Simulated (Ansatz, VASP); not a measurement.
## CrGe6Mo2: VASP beside Ansatz

```
Cr Ge Mo
1.0
     0.00000    4.11216    7.01120
     2.33883    0.00000    7.01120
     2.33883    4.11216    0.00000
Cr Ge Mo
1 6 2
Direct
  0.00000 0.00000 0.00000
  0.66081 0.33919 0.66081
  0.99650 0.67408 0.32592
  0.32592 0.00350 0.99650
  0.33919 0.66081 0.33919
  0.67408 0.99650 0.00350
  0.00350 0.32592 0.67408
  0.33358 0.33358 0.66642
  0.66642 0.66642 0.33358
```

Alike in both runs: task single point; functional PBE; k mesh 4 × 4 × 4; occupations gaussian, width 0.1 eV; no spin polarisation.

```csv
,VASP,Ansatz
version,VASP 6.6.1,Ansatz 0.2.0
potentials or method,"VASP PAW PBE potentials, release 64 (Cr_pv, Ge_d, Mo_sv), cutoff 520 eV","scalar-relativistic, plane waves, PAW"
valence electrons in the cell,124,126
```

```csv
,VASP,Ansatz,Ansatz less VASP
gap on the k mesh at the Fermi level (eV),none,none,-
pressure (GPa),0.2,0.0,-0.23
"traceless stress, the component that is largest in VASP (GPa)",0.13,0.15,+0.012
rms of the force components (eV/Å),0.015,0.014,-0.0014
```

Atom by atom the forces differ by 0.003 eV/Å (rms over components). A gap of «none» marks a metal or a gap that the smearing closes. The functional is the same, so the differences come from potentials, cutoffs and numerics. VASP's potentials hold 124 valence electrons a cell and Ansatz's 126, so a difference there can come from the potentials and not from the codes.

The k mesh is coarse, so the values compare programs but aren't converged.
